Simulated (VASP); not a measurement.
# InP (F-43m) in VASP: notebook

InP is run at these levels: PBEsol; tasks: single point, relaxation of cell and atoms.

All numbers are computed with VASP 6.6.1; they aren't measurements. Logs are shortened: lines on timing, memory, paths and dates and some standing lists are left out, and cuts for length are marked.

## 1. The cell of the first run

Symmetry: F-43m, No. 216, cubic system. Conventional cell: a = 5.879 Å, b = 5.879 Å, c = 5.879 Å, α = 90.00°, β = 90.00°, γ = 90.00°. In (site symmetry -43m) has 4 P at 2.55 Å within 3.4 Å. Within 3.4 Å of P (site symmetry -43m) lie 4 In at 2.55 Å.

## 2. Single point, PBEsol

INCAR reads:

```
SYSTEM = InP
ALGO = Normal ; EDIFF = 1E-7
ENCUT = 520 ; GGA = PS
ISIF = 2 ; ISMEAR = -1
LASPH = .TRUE. ; LCHARG = .FALSE.
LREAL = .FALSE. ; LWAVE = .FALSE.
NBANDS = 16 ; NELM = 80
PREC = Accurate ; SIGMA = 0.1
```

KPOINTS reads:

```
k-points
0
G
  14 14 14
  0 0 0
```

POSCAR reads:

```
InP
1.0
    0.0000000000      2.9393287091      2.9393287091
    2.9393287091      0.0000000000      2.9393287091
    2.9393287091      2.9393287091      0.0000000000
In P
1 1
Direct
    0.0000000000      0.0000000000      0.0000000000
    0.7500000000      0.7500000000      0.7500000000
```

Potentials or basis: VASP PAW PBE potentials, release 64 (In_d, P).

Started as:

```console
$ cat potpaw_PBE.64/In_d/POTCAR potpaw_PBE.64/P/POTCAR > POTCAR
$ mpirun -np 1 vasp_std > vasp.out
```

OUTCAR:

```text
SYSTEM = InP
   EDIFF = 1E-7
   ENCUT = 520
   GGA = PS
   ISIF = 2
   ISMEAR = -1
   LASPH = .TRUE.
   LREAL = .FALSE.
   NELM = 80
   PREC = Accurate

 ion  position               nearest neighbor table
   1  0.000  0.000  0.000-   2 2.55   2 2.55   2 2.55   2 2.55
   2  0.750  0.750  0.750-   1 2.55   1 2.55   1 2.55   1 2.55

  LATTYP: Found a face centered cubic cell.
 ALAT       =     5.8786574182

  Lattice vectors:

 A1 = (   0.0000000000,   2.9393287091,   2.9393287091)
 A2 = (   2.9393287091,   0.0000000000,   2.9393287091)
 A3 = (   2.9393287091,   2.9393287091,   0.0000000000)

Analysis of symmetry for initial positions (statically):
=====================================================================
 Subroutine PRICEL returns:
 Original cell was already a primitive cell.

 Routine SETGRP: Setting up the symmetry group for a
 face centered cubic supercell.

 Subroutine GETGRP returns: Found 24 space group operations
 (whereof 24 operations were pure point group operations)
 out of a pool of 48 trial point group operations.

The static configuration has the point symmetry T_d .

Analysis of symmetry for dynamics (positions and initial velocities):
=====================================================================
 Subroutine PRICEL returns:
 Original cell was already a primitive cell.

 Routine SETGRP: Setting up the symmetry group for a
 face centered cubic supercell.

 Subroutine GETGRP returns: Found 24 space group operations
 (whereof 24 operations were pure point group operations)
 out of a pool of 48 trial point group operations.

The dynamic configuration has the point symmetry T_d .

 Subroutine INISYM returns: Found 24 space group operations
 (whereof 24 operations are pure point group operations),
 and found     1 'primitive' translations

----------------------------------------------------------------------------------------

                                     Primitive cell

  volume of cell :      50.7896

  direct lattice vectors                    reciprocal lattice vectors
     0.000000000  2.939328709  2.939328709    -0.170106868  0.170106868  0.170106868
     2.939328709  0.000000000  2.939328709     0.170106868 -0.170106868  0.170106868
     2.939328709  2.939328709  0.000000000     0.170106868  0.170106868 -0.170106868

  length of vectors
     4.156838525  4.156838525  4.156838525     0.294633738  0.294633738  0.294633738

  position of ions in fractional coordinates (direct lattice)
     0.000000000  0.000000000  0.000000000
     0.750000000  0.750000000  0.750000000

  ion indices of the primitive-cell ions
   primitive index   ion index
                 1           1
                 2           2

----------------------------------------------------------------------------------------

 KPOINTS: k-points

Automatic generation of k-mesh.
 Grid dimensions read from file:
 generate k-points for:   14   14   14

 Generating k-lattice:

  Cartesian coordinates                     Fractional coordinates (reciprocal lattice)
    -0.012150491  0.012150491  0.012150491     0.071428571  0.000000000  0.000000000
     0.012150491 -0.012150491  0.012150491     0.000000000  0.071428571  0.000000000
     0.012150491  0.012150491 -0.012150491     0.000000000  0.000000000  0.071428571

  Length of vectors
     0.021045267  0.021045267  0.021045267

  Shift w.r.t. Gamma in fractional coordinates (k-lattice)
     0.000000000  0.000000000  0.000000000

 Subroutine IBZKPT returns following result:
 ===========================================

 Found    104 irreducible k-points:

 Following reciprocal coordinates:
            Coordinates               Weight
  0.000000  0.000000  0.000000      1.000000
  0.071429  0.000000  0.000000      8.000000
  0.142857  0.000000  0.000000      8.000000
  0.214286  0.000000  0.000000      8.000000
  0.285714  0.000000  0.000000      8.000000
  0.357143  0.000000  0.000000      8.000000
[... 16 lines left out ...]
  0.214286  0.142857  0.000000     24.000000
  0.285714  0.142857  0.000000     24.000000
 [... further k-points ...]
   k-points           NKPTS =    104   k-points in BZ     NKDIM =    104   number of bands    NBANDS=     16
   number of dos      NEDOS =    301   number of ions     NIONS =      2
   total plane-waves  NPLWV =  32768
   dimension x,y,z NGX =    32 NGY =   32 NGZ =   32
   dimension x,y,z NGXF=    64 NGYF=   64 NGZF=   64
   ions per type =               1   1
   NGX,Y,Z   is equivalent  to a cutoff of  12.80, 12.80, 12.80 a.u.
   NGXF,Y,Z  is equivalent  to a cutoff of  25.60, 25.60, 25.60 a.u.
 SYSTEM =  InP
   PREC   = accura    normal or accurate (medium, high low for compatibility)
   ISTART =      0    job   : 0-new  1-cont  2-samecut
   ICHARG =      2    charge: 1-file 2-atom 10-const
   ISPIN  =      1    spin polarized calculation?
   LNONCOLLINEAR =      F non collinear calculations
   LSORBIT =      F    spin-orbit coupling
   LASPH  =      T    aspherical Exc in radial PAW
   ENCUT  =  520.0 eV  38.22 Ry    6.18 a.u.   7.73  7.73  7.73*2*pi/ulx,y,z
   NELM   =     80;   NELMIN=  2; NELMDL= -5     # of ELM steps
   EDIFF  = 0.1E-06   stopping-criterion for ELM
   LREAL  =      F    real-space projection
   EDIFFG = 0.1E-05   stopping-criterion for IOM
   NSW    =      0    number of steps for IOM
   IBRION =     -1    ionic relax: 0-MD 1-quasi-New 2-CG
   NFREE  =      0    steps in history (QN), initial steepest desc. (CG)
   ISIF   =      2    stress and relaxation
   ISYM   =      2    0-nonsym 1-usesym 2-fastsym
   POTIM  = 0.5000    time-step for ionic-motion
   TEBEG  =    0.0;   TEEND  =   0.0 temperature during run
   PSTRESS=    0.0 pullay stress
   NELECT =      18.0000    total number of electrons
   NUPDOWN=      -1.0000    fix difference up-down
   EMIN   =  10.00;   EMAX   =-10.00  energy-range for DOS
   EFERMI =   0.00;   METHOD = LEGACY
   ISMEAR =    -1;   SIGMA  =   0.10  broadening in eV -4-tet -1-fermi 0-gaus
   EFERMI_NEDOS =   21; number of points for ismear=-14 and -15
   IALGO  =     38    algorithm
   IMIX   =      4    mixing-type and parameters
     AMIX     =   0.40;   BMIX     =  1.00
     AMIX_MAG =   1.60;   BMIX_MAG =  1.00
  volume/ion in A,a.u.               =      25.39       171.37
  Fermi-wavevector in a.u.,A,eV,Ry     =   1.158531  2.189305 18.261647  1.342193
  Thomas-Fermi vector in A             =   2.295132
   LORBIT       =      0    0 simple, 1 ext, 2 COOP (PROOUT), +10 PAW based schemes
   GGA     = PS    functional components
   LHFCALC =     F    Hartree Fock is set to
   AEXX    =    0.0000 exact exchange contribution
   IVDW    =     0    specifies the selected vdW correction
   LEPSILON=     F    determine dielectric tensor
   LRPA    =     F    only Hartree local field effects (RPA)
 non-spin polarized calculation
  energy-cutoff  :      520.00
  volume of cell :       50.79
 maximum number of plane-waves:      1387
   NGX = 15   NGY = 15   NGZ = 15

 number of electron      18.0000007 magnetization

 Free energy of the ion-electron system (eV)
  ---------------------------------------------------
  ext. energy  EPLUGINS =         0.00000000
  ---------------------------------------------------
  free energy    TOTEN  =        -9.15730259 eV

  energy without entropy =       -9.15711678  energy(sigma->0) =       -9.15720969

 E-fermi :   5.4534     XC(G=0):  -9.4398

 val. band max:        4.9919691094   @ k =   0.0000   0.0000   0.0000
 cond. band min:       5.5589597084   @ k =   0.0000   0.0000   0.0000
 fundamental gap:      0.5669905989
 Fermi energy:         5.4534316209

 k-point     1 :       0.0000    0.0000    0.0000
  band No.  band energies     occupation
      1      -9.1371      2.00000
      2      -9.1371      2.00000
      3      -9.1371      2.00000
      4      -8.9868      2.00000
      5      -8.9868      2.00000
      6      -6.4940      2.00000
[... 8 lines left out ...]
     15      14.4079      0.00000
     16      14.4079      0.00000

 k-point     2 :       0.0714    0.0000    0.0000
  band No.  band energies     occupation
      1      -9.1435      2.00000
      2      -9.1346      2.00000
      3      -9.1346      2.00000
      4      -8.9869      2.00000
      5      -8.9869      2.00000
      6      -6.4354      2.00000
[... 8 lines left out ...]
     15      14.0873      0.00000
     16      14.0873      0.00000

 k-point     3 :       0.1429    0.0000    0.0000
  band No.  band energies     occupation
      1      -9.1611      2.00000
      2      -9.1277      2.00000
      3      -9.1277      2.00000
      4      -8.9867      2.00000
      5      -8.9867      2.00000
      6      -6.2631      2.00000
[... 8 lines left out ...]
     15      13.6430      0.00000
     16      14.2103      0.00000

 k-point     4 :       0.2143    0.0000    0.0000
  band No.  band energies     occupation
      1      -9.1855      2.00000
      2      -9.1186      2.00000
      3      -9.1186      2.00000
      4      -8.9855      2.00000
      5      -8.9855      2.00000
      6      -5.9888      2.00000
[... 8 lines left out ...]
     15      13.4560      0.00000
     16      14.0864      0.00000
[... 324 lines left out ...]
 k-point    22 :       0.1429    0.1429    0.0000
  band No.  band energies     occupation
      1      -9.1783      2.00000
      2      -9.1184      2.00000
      3      -9.1184      2.00000
      4      -8.9947      2.00000
      5      -8.9803      2.00000
      6      -6.1871      2.00000
[... 8 lines left out ...]
     15      14.5937      0.00000
     16      14.8279      0.00000

 k-point    23 :       0.2143    0.1429    0.0000
  band No.  band energies     occupation
      1      -9.1979      2.00000
      2      -9.1100      2.00000
      3      -9.1087      2.00000
      4      -8.9981      2.00000
      5      -8.9773      2.00000
      6      -5.9851      2.00000
[... 8 lines left out ...]
     15      14.5466      0.00000
     16      15.4254      0.00000

 k-point    24 :       0.2857    0.1429    0.0000
  band No.  band energies     occupation
      1      -9.2186      2.00000
      2      -9.1028      2.00000
      3      -9.0989      2.00000
      4      -8.9994      2.00000
      5      -8.9742      2.00000
      6      -5.6898      2.00000
[... 8 lines left out ...]
     15      14.5851      0.00000
     16      15.3478      0.00000

 [... further k-points ...]

------------------------ aborting loop because EDIFF is reached ----------------------------------------

  FORCE on cell =-STRESS in cart. coord.  units (eV):
  Direction    XX          YY          ZZ          XY          YZ          ZX
  --------------------------------------------------------------------------------------
  -------------------------------------------------------------------------------------
  Total       -0.0056562     -0.0056562     -0.0056562      0.0000000      0.0000000     -0.0000000
  in kB       -0.1784270     -0.1784270     -0.1784270      0.0000000      0.0000000     -0.0000000
  external PRESSURE =      -0.1784270 kB  Pullay stress =       0.0000000 kB

 VOLUME and BASIS-vectors are now :
 -----------------------------------------------------------------------------
  energy-cutoff  :      520.00
  volume of cell :       50.79
      direct lattice vectors                 reciprocal lattice vectors
     0.000000000  2.939328709  2.939328709    -0.170106868  0.170106868  0.170106868
     2.939328709  0.000000000  2.939328709     0.170106868 -0.170106868  0.170106868
     2.939328709  2.939328709  0.000000000     0.170106868  0.170106868 -0.170106868

 POSITION                                       TOTAL-FORCE (eV/Angst)
 -----------------------------------------------------------------------------------
      0.00000      0.00000      0.00000        -0.000000     -0.000000     -0.000000
      4.40899      4.40899      4.40899         0.000000      0.000000      0.000000
 -----------------------------------------------------------------------------------
    total drift:                                0.000000      0.000000      0.000000

  FREE ENERGIE OF THE ION-ELECTRON SYSTEM (eV)
  ---------------------------------------------------
  free  energy   TOTEN  =        -9.1573025942 eV

  energy  without entropy=       -9.1571167818  energy(sigma->0) =       -9.15720969
```

Wall time 28 s (1 thread of Intel Xeon 6975P-C (Granite Rapids), shared host); peak memory 0.23 GiB.

What came out:

- Free energy: -9.1573 eV
- Pressure: 0.0 GPa
- Band gap on the k mesh: 0.57 eV

Levels at points of the mesh, in eV from the valence-band top:
| k point | band 7 | band 8 | band 9 | band 10 | band 11 | band 12 |
| --- | --- | --- | --- | --- | --- | --- |
| (0.00, 0.00, 0.00) | 0.00 | 0.00 | 0.00 | 0.57 | 4.02 | 4.02 |
| (0.50, 0.00, 0.00) | -5.75 | -0.97 | -0.97 | 1.38 | 4.74 | 4.74 |
| (0.50, 0.50, 0.00) | -5.78 | -2.32 | -2.32 | 1.65 | 2.17 | 9.04 |

Caveat: semilocal functionals underestimate gaps, and a narrow one can read as zero; the PAW data sets were made with another functional, which shifts forces and pressure a little; spin-orbit coupling is left out, which moves the levels of the heavy elements.

[end of part 1 of 2]
